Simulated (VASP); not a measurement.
**H18SO8: single point with PBE+D3(BJ)**

H18SO8:

```
O H S
1.0
     6.69433    0.00000    0.00000
     0.00000    6.69433    0.00000
     0.00000    0.00000    6.69433
O H S
8 18 1
Direct
  0.38827 0.60680 0.29852
  0.64807 0.88624 0.10294
  0.00908 0.68778 0.27012
  0.88814 0.70742 0.81342
  0.86836 0.02828 0.48111
  0.63655 0.42611 0.69036
  0.39354 0.80010 0.65273
  0.52220 0.25738 0.09595
  0.49908 0.68443 0.23934
  0.39643 0.47286 0.23935
  0.76684 0.88857 0.19037
  0.70631 0.84442 0.96872
  0.14891 0.65316 0.26419
  0.96316 0.65357 0.13123
  0.91409 0.82806 0.73429
  0.79812 0.62262 0.73946
  0.94204 0.14239 0.44102
  0.94617 0.92816 0.42224
  0.51075 0.50741 0.64729
  0.66715 0.33458 0.58766
  0.27470 0.81279 0.74022
  0.33863 0.72920 0.53308
  0.59607 0.31531 0.97529
  0.59960 0.13099 0.11740
  0.05330 0.33522 0.00666
  0.29636 0.14892 0.01744
  0.08948 0.13444 0.97133
```

```
Program             : VASP 6.6.1
Task                : single point
Functional          : PBE
Dispersion          : D3(BJ)
Potentials or basis : VASP PAW PBE potentials, release 64 (O, H, S)
Cutoff              : 520 eV
k mesh              : 1 × 1 × 1
Occupations         : fermi-dirac, width 0.05 eV
Spin                : no spin polarisation
```

```yaml
Pressure: -0.2 GPa
Largest_force: 3.129 eV/Å
Band_gap_on_the_k_mesh: 3.58 eV
Dispersion_energy_per_atom: -0.037 eV
```

Forces in eV/Å, atoms in the order of the input:
```
O    0.182 -0.272 -0.046
O    0.719 -0.470 -0.421
O   -1.804 -0.255 -1.361
O    0.813  1.202  0.828
O   -1.672  0.720  1.253
O   -2.094  2.164  0.849
O   -1.208 -0.584  0.054
O    1.318  0.899 -1.187
H   -0.188  0.197 -0.210
H    0.479 -0.229 -0.023
H   -0.259  0.015 -0.134
H   -0.266  0.026  0.923
H    1.260  0.054  0.180
H    0.223  0.491  1.057
H   -0.209 -0.147 -0.066
H   -0.611 -0.841 -0.669
H    0.634  1.419 -0.206
H    1.194 -2.311 -1.165
H    1.880 -1.056  0.566
H    0.156 -1.106 -1.214
H    0.712  0.029 -0.355
H    0.520  0.461  0.414
H   -1.134 -0.401  1.014
H   -0.546 -0.081  0.094
H    0.281 -0.837 -0.273
H   -0.951  0.239 -0.191
S    0.573  0.674  0.290
```

Stress tensor (GPa, compression positive):
```
 0.27  0.13  0.26
 0.13  0.34  1.02
 0.26  1.02 -1.29
```

Levels at points of the mesh, in eV from the valence-band top:
```tsv
k point	band 34	band 35	band 36	band 37	band 38	band 39
(0.00, 0.00, 0.00)	-1.31	-1.01	0.00	3.58	5.25	6.26
```

Wall time 24 s on 1 thread of Intel(R) Xeon(R) Platinum 8559C (Emerald Rapids), with other jobs on the host, peak memory 0.32 GiB.

Caveat: the k points lie up to 0.94 Å⁻¹ apart.
